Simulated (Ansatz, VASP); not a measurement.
## One calculation of ZnPb6F, two programs

```
Zn Pb F
1.0
     0.00000    4.92368    4.92368
     4.92368    0.00000    4.92368
     4.92368    4.92368    0.00000
Zn Pb F
1 6 1
Direct
  0.00000 0.00000 0.00000
  0.71785 0.28215 0.28215
  0.28215 0.71785 0.71785
  0.28215 0.71785 0.28215
  0.71785 0.28215 0.71785
  0.28215 0.28215 0.71785
  0.71785 0.71785 0.28215
  0.50000 0.50000 0.50000
```

Alike in both runs: task single point; functional PBE; k mesh 4 × 4 × 4; occupations gaussian, width 0.1 eV; no spin polarisation.

|  | VASP | Ansatz |
| --- | --- | --- |
| version | VASP 6.6.1 | Ansatz 0.2.0 |
| potentials or method | VASP PAW PBE potentials, release 64 (Zn, Pb_d, F), cutoff 520 eV | scalar-relativistic, plane waves, PAW |
| valence electrons in the cell | 103 | 103 |

|  | VASP | Ansatz | Ansatz less VASP |
| --- | --- | --- | --- |
| gap on the k mesh at the Fermi level (eV) | none | none | - |
| pressure (GPa) | 18.6 | 18.6 | -0.04 |
| rms of the force components (eV/Å) | 2.741 | 2.721 | -0.0204 |

Atom by atom the forces differ by 0.020 eV/Å (rms over components). A gap of «none» marks a metal or a gap that the smearing closes.

Spin-orbit coupling is off throughout.
